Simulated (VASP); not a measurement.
## Li4TmGe: single point with PBE

Li4TmGe:

```
CELL_PARAMETERS angstrom
-3.82196 3.82196 2.71654
3.82196 -3.82196 2.71654
3.82196 3.82196 -2.71654
ATOMIC_POSITIONS crystal
Li 0.76226 0.08267 0.32041
Li 0.76226 0.44185 0.67959
Li 0.08267 0.76226 0.32041
Li 0.44185 0.76226 0.67959
Tm 0.26223 0.26223 0.00000
Ge 0.76225 0.76225 0.00000
```

The cell was generated, and may not be a known phase.

```
Program                : VASP 6.6.1
Task                   : single point
Functional             : PBE
Potentials or basis    : VASP PAW PBE potentials, release 64 (Li_sv, Tm_3, Ge_d), 4f in core
Cutoff                 : 750 eV
k mesh                 : 5 × 5 × 5
Occupations            : gaussian, width 0.2 eV
Spin                   : no spin polarisation
Dipole correction      : no
Further INCAR settings : ALGO = Normal; EDIFF = 1e-06; NBANDS = 26
```

* Pressure: 0.1 GPa
* Largest force: 0.015 eV/Å
* Band gap on the k mesh: zero (an odd number of electrons rules out a gap without spin polarisation)

Forces in eV/Å, atoms in the order of the input:
```
Li   0.015  0.000  0.000
Li  -0.015  0.000  0.000
Li   0.000  0.015  0.000
Li   0.000 -0.015  0.000
Tm   0.000  0.000  0.001
Ge   0.000  0.000 -0.001
```

Stress tensor (GPa, compression positive):
```
0.08 0.00 0.00
0.00 0.08 0.00
0.00 0.00 0.27
```

Levels at points of the mesh, in eV from the Fermi level:
| k point | band 15 | band 16 | band 17 | band 18 | band 19 | band 20 |
| --- | --- | --- | --- | --- | --- | --- |
| (0.00, 0.00, 0.00) | -0.79 | -0.79 | 0.06 | 0.07 | 0.88 | 0.88 |

Run time: 81 s on 1 thread of Intel(R) Xeon(R) 6975P-C (Granite Rapids) (shared host), peak memory 0.47 GiB.

Caveat: spin-orbit coupling is left out, which moves the levels of the heavy elements; the 4f electrons are frozen in the core, so they carry no moment and show no levels. Spin polarisation is off, so any magnetic state and its effect on volume and gap are missing.
